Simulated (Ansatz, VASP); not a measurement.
# One calculation of SiO2, two programs

```
CELL_PARAMETERS angstrom
4.15496 0.00000 0.00000
0.00000 4.15496 0.00000
0.00000 0.00000 2.66136
ATOMIC_POSITIONS crystal
Si 0.00000 0.00000 0.00000
Si 0.50000 0.50000 0.50000
O 0.30557 0.30557 0.00000
O 0.19443 0.80557 0.50000
O 0.69443 0.69443 0.00000
O 0.80557 0.19443 0.50000
```

Alike in both runs: functional LDA; k mesh 6 × 6 × 8; occupations gaussian, width 0.02 eV; no spin polarisation.

Ansatz relaxed the structure, and its values are those at the end. VASP's run is a single point on that final structure, the one shown.

|  | VASP | Ansatz |
| --- | --- | --- |
| version | VASP 6.6.1 | Ansatz 0.2.0 |
| potentials or method | VASP PAW LDA potentials, release 64 (Si, O), cutoff 520 eV | scalar-relativistic, plane waves, PAW |
| valence electrons in the cell | 32 | 32 |

|  | VASP | Ansatz | Ansatz less VASP |
| --- | --- | --- | --- |
| gap on the k mesh at the Fermi level (eV) | 5.82 | 5.82 | -0.002 |
| least direct gap on the mesh (eV) | 5.82 | 5.82 | -0.002 |
| pressure (GPa) | 1.1 | 0.0 | -1.12 |
| rms of the force components (eV/Å) | 0.016 | 0.000 | -0.0161 |

Ansatz warns that its potentials were made for another functional, while VASP's fit it. LDA's correlation is that of Perdew and Zunger in VASP and of Perdew and Wang (1992) in Ansatz.
